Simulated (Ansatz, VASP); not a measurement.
SnSe: VASP beside Ansatz

```
CELL_PARAMETERS angstrom
0.00000 2.99993 2.99993
2.99993 0.00000 2.99993
2.99993 2.99993 0.00000
ATOMIC_POSITIONS crystal
Sn 0.00000 0.00000 0.00000
Se 0.50000 0.50000 0.50000
```

Change from the starting cell: volume scaled by 0.99, crystal datasets.

Alike in both runs: task electric field gradients; functional LDA; k mesh 9 × 9 × 9; occupations fermi-dirac, width 0.02 eV; no spin polarisation.

|  | VASP | Ansatz |
| --- | --- | --- |
| version | VASP 6.6.1 | Ansatz 0.2.0 |
| potentials or method | VASP PAW LDA potentials, release 64 (Sn_d, Se), cutoff 520 eV | all-electron PAW with datasets made for the crystal, scalar-relativistic |

|  | VASP | Ansatz | Ansatz less VASP |
| --- | --- | --- | --- |
| pressure (GPa) | -2.7 | -2.8 | -0.07 |

LDA's correlation is that of Perdew and Zunger in VASP and of Perdew and Wang (1992) in Ansatz. Ansatz ran all-electron here, and VASP with PAW potentials.
